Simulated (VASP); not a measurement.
Write the native input for VASP 6.6.1 that does the following.

* Task: single point
* Functional: LDA
* Potentials or basis: VASP PAW LDA potentials, release 64 (Hf_pv)
* Cutoff: 520 eV
* k mesh: 16 × 16 × 8
* Occupations: gaussian, width 0.05 eV
* Spin: no spin polarisation
* Dipole correction: no
* Further INCAR settings: ALGO = Normal; EDIFF = 1e-07; NBANDS = 17

The structure of Hf lies in POSCAR:

```
Hf
1.0
    3.1203292020      0.0000000000      0.0000000000
   -1.5601646010      2.7022843571      0.0000000000
    0.0000000000      0.0000000000      4.9360919391
Hf
2
Direct
    0.3333333333      0.6666666667      0.7500000000
    0.6666666667      0.3333333333      0.2500000000
```

These files were run (other wordings do the same):

INCAR

```
PREC     = Accurate       # precision mode
ENCUT    = 520            # plane-wave cutoff, eV
EDIFF    = 1E-7           # SCF threshold, eV
ISMEAR   = 0              # smearing method
SIGMA    = 0.05           # smearing width, eV
LREAL    = False          # projectors in reciprocal space
LASPH    = True           # aspherical terms in the spheres
NELM     = 100            # most SCF steps
ALGO     = Normal         # electronic algorithm
ISIF     = 2              # what is computed and relaxed
LWAVE    = False          # write WAVECAR
LCHARG   = False          # write CHGCAR
NBANDS   = 17             # bands
```

KPOINTS

```
regular mesh
0
Gamma
  16 16 8
```

Potentials or basis: VASP PAW LDA potentials, release 64 (Hf_pv).

Command:

```bash
$ cat potpaw_LDA.64/Hf_pv/POTCAR > POTCAR
$ mpirun -np 1 vasp_std > vasp.out
```

It gave:

- Pressure: 0.1 GPa
- Band gap on the k mesh: zero (band 10 reaches 6.44 eV, above the bottom of band 11 at 5.00 eV)

Caveat: spin-orbit coupling is left out, which moves the levels of the heavy elements.

Wall time 48 s on 1 thread of Intel(R) Xeon(R) Platinum 8488C (Sapphire Rapids), on a shared host, peak memory 0.21 GiB.
